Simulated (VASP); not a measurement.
Crystal: LiCl.

```xyz
2
Lattice="0.0000 2.5746 2.5746 2.5746 0.0000 2.5746 2.5746 2.5746 0.0000" Properties=species:S:1:pos:R:3 pbc="T T T"
Li    0.0000    0.0000    0.0000
Cl    2.5746    2.5746    2.5746
```

```yaml
Program: VASP 6.6.1
Task: relaxation of cell and atoms
Functional: r2SCAN
Potentials_or_basis: VASP PAW PBE potentials, release 64 (Li_sv, Cl)
Cutoff: 600 eV
k_mesh: 8 × 8 × 8
Occupations: fermi-dirac, width 0.02 eV
Spin: no spin polarisation
```

At the start: pressure -1.2 GPa; volume 17.07 Å³/atom.

Where does the relaxation end?

Over 5 steps the energy falls by 2.7 meV/atom and the volume is 16.46 Å³/atom (-3.6 %); space group Fm-3m (No. 225, to 0.1 Å) before and after.

Step by step:
```csv
step,energy change (eV),largest force (eV/Å),pressure (GPa),volume (Å³)
1,0.0000,0.0000,-1.17,34.13
2,-0.0039,0.0000,-0.66,33.52
3,-0.0050,0.0000,-0.36,33.23
4,-0.0054,0.0000,0.30,32.66
5,-0.0055,0.0000,0.00,32.91
```

Final structure:
```cif
data_structure
_symmetry_space_group_name_H-M 'P 1'
_symmetry_Int_Tables_number 1
_cell_length_a 3.5972
_cell_length_b 3.5972
_cell_length_c 3.5972
_cell_angle_alpha 60.000
_cell_angle_beta 60.000
_cell_angle_gamma 60.000
_cell_volume 32.91
loop_
_atom_site_label
_atom_site_type_symbol
_atom_site_fract_x
_atom_site_fract_y
_atom_site_fract_z
_atom_site_occupancy
Li1 Li 0.00000 0.00000 0.00000 1
Cl1 Cl 0.50000 0.50000 0.50000 1
```

Caveat: the cutoff is under 1.25 times the usual one of these potentials, so pressure, stress and relaxed cells hold a basis-set (Pulay) error; the PAW data sets were made with another functional, which shifts forces and pressure a little.
